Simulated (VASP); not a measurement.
A run of VASP 6.6.1:

File INCAR:

```
  PREC = Accurate
  ENCUT = 520
  EDIFF = 1E-8
  ISMEAR = -1
  SIGMA = 0.05
  LREAL = False
  LASPH = True
  NELM = 60
  ALGO = Normal
  ISIF = 2
  LWAVE = False
  LCHARG = False
  GGA = PS
  LEFG = True
  NBANDS = 54
```

The input KPOINTS:

```
regular mesh
0
Gamma
  7 7 7
```

POSCAR

```
Au
1.0
    0.0000000000      4.0700000000      4.0700000000
    4.0700000000      0.0000000000      4.0700000000
    4.0700000000      4.0700000000      0.0000000000
Au
8
Direct
    0.0000000000      0.0000000000      0.0000000000
    0.0000000000      0.0000000000      0.5000000000
    0.0000000000      0.5000000000      0.0000000000
    0.0000000000      0.5000000000      0.5000000000
    0.5000000000      0.0000000000      0.0000000000
    0.5000000000      0.0000000000      0.5000000000
    0.5000000000      0.5000000000      0.0000000000
    0.5000000000      0.5000000000      0.5000000000
```

Potentials or basis: VASP PAW PBE potentials, release 64 (Au).

Launch:

```bash
$ cat potpaw_PBE.64/Au/POTCAR > POTCAR
$ mpirun -np 1 vasp_std > vasp.out
```

Hardware: 1 thread of AMD EPYC 7R43 64-Core Processor (Zen 3), with other jobs on the host.

How long does it take, and how much memory?

Wall time 2.9 min on 1 thread of AMD EPYC 7R43 64-Core Processor (Zen 3) (shared host), peak memory 0.34 GiB. Counts: scf iterations 14, k points 20.
